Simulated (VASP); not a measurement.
# Sb (R-3m) in VASP: single point with PBE

Aim: the single point of Sb with PBE.

Program: VASP 6.6.1. These are calculated values, not measurements. Logs are shortened: lines on timing, memory, paths and dates and some standing lists are left out, and cuts for length are marked.

## 1. The cell of the first run

The structure is trigonal, space group R-3m (No. 166). The conventional cell has a = 4.373 Å, b = 4.373 Å, c = 11.614 Å, α = 90.00°, β = 90.00°, γ = 120.00°. Sb (site symmetry 3m) has 6 Sb at 2.94 to 3.46 Å within 3.9 Å.

## 2. Single point, PBE

The input, INCAR:

```
SYSTEM = Sb
ALGO     = Normal         ! electronic algorithm
EDIFF    = 1E-6           ! SCF threshold, eV
ENCUT    = 520            ! plane-wave cutoff, eV
GGA      = PE             ! functional
ISIF     = 2              ! what is computed and relaxed
ISMEAR   = 0              ! smearing method
LASPH    = .TRUE.         ! aspherical terms in the spheres
LCHARG   = .FALSE.        ! write CHGCAR
LREAL    = .FALSE.        ! projectors in reciprocal space
LWAVE    = .FALSE.        ! write WAVECAR
NBANDS   = 12             ! bands
NELM     = 60             ! most SCF steps
PREC     = Accurate       ! precision mode
SIGMA    = 0.05           ! smearing width, eV
```

The input, KPOINTS:

```
k-points
0
G
  6 6 6
  0 0 0
```

The input, POSCAR:

```
Sb
1.0
    2.1865270044      1.2623919546      3.8714342715
   -2.1865270044      1.2623919546      3.8714342715
    0.0000000000     -2.5247839092      3.8714342715
Sb
2
Direct
    0.2312642614      0.2312642614      0.2312642614
    0.7687357386      0.7687357386      0.7687357386
```

Potentials or basis: VASP PAW PBE potentials, release 64 (Sb).

On the command line:

```sh
$ cat potpaw_PBE.64/Sb/POTCAR > POTCAR
$ mpirun -np 1 vasp_std > vasp.out
```

OUTCAR:

```text
SYSTEM = Sb
   EDIFF = 1E-6
   ENCUT = 520
   GGA = PE
   ISIF = 2
   ISMEAR = 0
   LASPH = .TRUE.
   LREAL = .FALSE.
   NELM = 60
   PREC = Accurate

 ion  position               nearest neighbor table
   1  0.231  0.231  0.231-   2 2.94   2 2.94   2 2.94   2 3.46   2 3.46   2 3.46
   2  0.769  0.769  0.769-   1 2.94   1 2.94   1 2.94   1 3.46   1 3.46   1 3.46

  LATTYP: Found a trigonal (rhomboedric) cell.
 ALAT       =     4.6219624735
 COS(alpha) =     0.5524033201

  Lattice vectors:

 A1 = (   2.1865270044,   1.2623919546,   3.8714342715)
 A2 = (  -2.1865270044,   1.2623919546,   3.8714342715)
 A3 = (   0.0000000000,  -2.5247839092,   3.8714342715)

Analysis of symmetry for initial positions (statically):
=====================================================================
 Subroutine PRICEL returns:
 Original cell was already a primitive cell.

 Routine SETGRP: Setting up the symmetry group for a
 trigonal (rhombohedral) supercell.

 Subroutine GETGRP returns: Found 12 space group operations
 (whereof 12 operations were pure point group operations)
 out of a pool of 12 trial point group operations.

The static configuration has the point symmetry D_3d.

Analysis of symmetry for dynamics (positions and initial velocities):
=====================================================================
 Subroutine PRICEL returns:
 Original cell was already a primitive cell.

 Routine SETGRP: Setting up the symmetry group for a
 trigonal (rhombohedral) supercell.

 Subroutine GETGRP returns: Found 12 space group operations
 (whereof 12 operations were pure point group operations)
 out of a pool of 12 trial point group operations.

The dynamic configuration has the point symmetry D_3d.

 Subroutine INISYM returns: Found 12 space group operations
 (whereof 12 operations are pure point group operations),
 and found     1 'primitive' translations

----------------------------------------------------------------------------------------

                                     Primitive cell

  volume of cell :      64.1169

  direct lattice vectors                    reciprocal lattice vectors
     2.186527004  1.262391955  3.871434272     0.228673142  0.132024500  0.086100734
    -2.186527004  1.262391955  3.871434272    -0.228673142  0.132024500  0.086100734
     0.000000000 -2.524783909  3.871434272     0.000000000 -0.264049000  0.086100734

  length of vectors
     4.621962474  4.621962474  4.621962474     0.277732265  0.277732265  0.277732265

  position of ions in fractional coordinates (direct lattice)
     0.231264261  0.231264261  0.231264261
     0.768735739  0.768735739  0.768735739

  ion indices of the primitive-cell ions
   primitive index   ion index
                 1           1
                 2           2

----------------------------------------------------------------------------------------

 KPOINTS: k-points

Automatic generation of k-mesh.
 Grid dimensions read from file:
 generate k-points for:    6    6    6

 Generating k-lattice:

  Cartesian coordinates                     Fractional coordinates (reciprocal lattice)
     0.038112190  0.022004083  0.014350122     0.166666667  0.000000000  0.000000000
    -0.038112190  0.022004083  0.014350122     0.000000000  0.166666667  0.000000000
     0.000000000 -0.044008167  0.014350122     0.000000000  0.000000000  0.166666667

  Length of vectors
     0.046288711  0.046288711  0.046288711

  Shift w.r.t. Gamma in fractional coordinates (k-lattice)
     0.000000000  0.000000000  0.000000000

 Subroutine IBZKPT returns following result:
 ===========================================

 Found     32 irreducible k-points:

 Following reciprocal coordinates:
            Coordinates               Weight
  0.000000  0.000000  0.000000      1.000000
  0.166667 -0.000000 -0.000000      6.000000
  0.333333  0.000000  0.000000      6.000000
  0.500000  0.000000  0.000000      3.000000
  0.166667  0.166667 -0.000000      6.000000
  0.333333  0.166667  0.000000     12.000000
[... 16 lines left out ...]
  0.500000  0.500000  0.166667      6.000000
 -0.333333  0.500000  0.166667     12.000000
 [... further k-points ...]
   k-points           NKPTS =     32   k-points in BZ     NKDIM =     32   number of bands    NBANDS=     12
   number of dos      NEDOS =    301   number of ions     NIONS =      2
   total plane-waves  NPLWV =  46656
   dimension x,y,z NGX =    36 NGY =   36 NGZ =   36
   dimension x,y,z NGXF=    72 NGYF=   72 NGZF=   72
   ions per type =               2
   NGX,Y,Z   is equivalent  to a cutoff of  12.95, 12.95, 12.95 a.u.
   NGXF,Y,Z  is equivalent  to a cutoff of  25.90, 25.90, 25.90 a.u.
 SYSTEM =  Sb
   PREC   = accura    normal or accurate (medium, high low for compatibility)
   ISTART =      0    job   : 0-new  1-cont  2-samecut
   ICHARG =      2    charge: 1-file 2-atom 10-const
   ISPIN  =      1    spin polarized calculation?
   LNONCOLLINEAR =      F non collinear calculations
   LSORBIT =      F    spin-orbit coupling
   LASPH  =      T    aspherical Exc in radial PAW
   ENCUT  =  520.0 eV  38.22 Ry    6.18 a.u.   8.59  8.59  8.59*2*pi/ulx,y,z
   NELM   =     60;   NELMIN=  2; NELMDL= -5     # of ELM steps
   EDIFF  = 0.1E-05   stopping-criterion for ELM
   LREAL  =      F    real-space projection
   EDIFFG = 0.1E-04   stopping-criterion for IOM
   NSW    =      0    number of steps for IOM
   IBRION =     -1    ionic relax: 0-MD 1-quasi-New 2-CG
   NFREE  =      0    steps in history (QN), initial steepest desc. (CG)
   ISIF   =      2    stress and relaxation
   ISYM   =      2    0-nonsym 1-usesym 2-fastsym
   POTIM  = 0.5000    time-step for ionic-motion
   TEBEG  =    0.0;   TEEND  =   0.0 temperature during run
   PSTRESS=    0.0 pullay stress
   NELECT =      10.0000    total number of electrons
   NUPDOWN=      -1.0000    fix difference up-down
   EMIN   =  10.00;   EMAX   =-10.00  energy-range for DOS
   EFERMI =   0.00;   METHOD = LEGACY
   ISMEAR =     0;   SIGMA  =   0.05  broadening in eV -4-tet -1-fermi 0-gaus
   EFERMI_NEDOS =   21; number of points for ismear=-14 and -15
   IALGO  =     38    algorithm
   IMIX   =      4    mixing-type and parameters
     AMIX     =   0.40;   BMIX     =  1.00
     AMIX_MAG =   1.60;   BMIX_MAG =  1.00
  volume/ion in A,a.u.               =      32.06       216.34
  Fermi-wavevector in a.u.,A,eV,Ry     =   0.881219  1.665263 10.565574  0.776548
  Thomas-Fermi vector in A             =   2.001686
   LORBIT       =      0    0 simple, 1 ext, 2 COOP (PROOUT), +10 PAW based schemes
   GGA     = PE    functional components
   LHFCALC =     F    Hartree Fock is set to
   AEXX    =    0.0000 exact exchange contribution
   IVDW    =     0    specifies the selected vdW correction
   LEPSILON=     F    determine dielectric tensor
   LRPA    =     F    only Hartree local field effects (RPA)
 non-spin polarized calculation
 Gauss-broadening in eV      SIGMA  =   0.05
  energy-cutoff  :      520.00
  volume of cell :       64.12
 maximum number of plane-waves:      1742
 NGX is ok and might be reduce to    36
   NGX = 17   NGY = 17   NGZ = 17

 number of electron      10.0000000 magnetization

 Free energy of the ion-electron system (eV)
  ---------------------------------------------------
  ext. energy  EPLUGINS =         0.00000000
  ---------------------------------------------------
  free energy    TOTEN  =        -8.29694649 eV

  energy without entropy =       -8.29616290  energy(sigma->0) =       -8.29655470

 E-fermi :   6.5260     XC(G=0):  -9.2666

 val. band max:        6.5259769262   @ k =   0.3333   0.1667   0.1667
 cond. band min:       6.8516189319   @ k =   0.5000   0.0000   0.0000
 fundamental gap:      0.3256420057
 Fermi energy:         6.5259769285

 k-point     1 :       0.0000    0.0000    0.0000
  band No.  band energies     occupation
      1      -5.7606      2.00000
      2       1.4808      2.00000
      3       4.6292      2.00000
      4       4.8694      2.00000
      5       4.8694      2.00000
      6       8.3993      0.00000
      7       9.1075      0.00000
      8       9.1075      0.00000
      9      11.8080      0.00000
     10      11.8080      0.00000
     11      11.9841      0.00000
     12      13.2662      0.00000

 k-point     2 :       0.1667   -0.0000   -0.0000
  band No.  band energies     occupation
      1      -5.4717      2.00000
      2       0.4980      2.00000
      3       4.6397      2.00000
      4       4.7790      2.00000
      5       5.1624      2.00000
      6       8.2159      0.00000
      7       8.4985      0.00000
      8       8.5920      0.00000
      9      11.1755      0.00000
     10      11.6859      0.00000
     11      12.0212      0.00000
     12      14.8527      0.00000

 k-point     3 :       0.3333    0.0000    0.0000
  band No.  band energies     occupation
      1      -4.6273      2.00000
      2      -1.3424      2.00000
      3       4.6321      2.00000
      4       4.6448      2.00000
      5       5.6973      2.00000
      6       7.1845      0.00000
      7       7.4380      0.00000
      8       7.6973      0.00000
      9      12.1571      0.00000
     10      12.9203      0.00000
     11      13.5165      0.00000
     12      16.7091      0.00000
[... 286 lines left out ...]
 k-point    23 :       0.5000    0.5000    0.1667
  band No.  band energies     occupation
      1      -3.9066      2.00000
      2      -1.4376      2.00000
      3       1.7592      2.00000
      4       3.4671      2.00000
      5       3.8697      2.00000
      6       8.7211      0.00000
      7      10.1753      0.00000
      8      11.2882      0.00000
      9      11.9059      0.00000
     10      15.2637      0.00000
     11      15.5619      0.00000
     12      16.0088      0.00000

 k-point    24 :      -0.3333    0.5000    0.1667
  band No.  band energies     occupation
      1      -3.3494      2.00000
      2      -2.0036      2.00000
      3       1.6399      2.00000
      4       2.4624      2.00000
      5       4.8084      2.00000
      6       8.4132      0.00000
      7       9.8740      0.00000
      8      12.0030      0.00000
      9      12.1537      0.00000
     10      13.4968      0.00000
     11      16.0485      0.00000
     12      16.8826      0.00000

 [... further k-points ...]
[... 5 lines left out ...]
  --------------------------------------------------------------------------------------
  -------------------------------------------------------------------------------------
  Total        0.0900451      0.0900451      0.0839199      0.0000000      0.0000000      0.0000000
  in kB        2.2500826      2.2500826      2.0970233      0.0000000      0.0000000      0.0000000
  external PRESSURE =       2.1990629 kB  Pullay stress =       0.0000000 kB

 VOLUME and BASIS-vectors are now :
 -----------------------------------------------------------------------------
  energy-cutoff  :      520.00
  volume of cell :       64.12
      direct lattice vectors                 reciprocal lattice vectors
     2.186527004  1.262391955  3.871434272     0.228673142  0.132024500  0.086100734
    -2.186527004  1.262391955  3.871434272    -0.228673142  0.132024500  0.086100734
     0.000000000 -2.524783909  3.871434272     0.000000000 -0.264049000  0.086100734

 POSITION                                       TOTAL-FORCE (eV/Angst)
 -----------------------------------------------------------------------------------
      0.00000      0.00000      2.68597         0.000000      0.000000      0.060808
      0.00000      0.00000      8.92833         0.000000     -0.000000     -0.060808
 -----------------------------------------------------------------------------------
    total drift:                               -0.000000     -0.000000     -0.000000

  FREE ENERGIE OF THE ION-ELECTRON SYSTEM (eV)
  ---------------------------------------------------
  free  energy   TOTEN  =        -8.2969464940 eV

  energy  without entropy=       -8.2961628971  energy(sigma->0) =       -8.29655470
```

Wall time 25 s (1 thread of Intel Xeon 6975P-C, shared host); peak memory 0.21 GiB.

Results:

- Free energy: -8.2969 eV
- Pressure: 0.2 GPa
- Largest force: 0.061 eV/Å
- Band gap on the k mesh: zero (band 5 reaches 6.53 eV, above the bottom of band 6 at 6.34 eV)

Forces on the atoms (eV/Å):
```
Sb   0.000  0.000  0.061
Sb   0.000  0.000 -0.061
```

Levels at points of the mesh, in eV from the Fermi level:
```
           k point  band 3  band 4  band 5  band 6  band 7  band 8
(0.00, 0.00, 0.00)   -1.90   -1.66   -1.66    1.87    2.58    2.58
(0.50, 0.00, 0.00)   -1.93   -1.83   -0.23   -0.19    0.33    0.79
(0.50, 0.50, 0.00)   -4.99   -3.43   -3.37    1.63    4.67    5.42
(0.50, 0.50, 0.50)   -1.25   -1.25   -0.55    0.37    0.37    1.20
```

Caveat: spin-orbit coupling is left out, which moves the levels of the heavy elements.
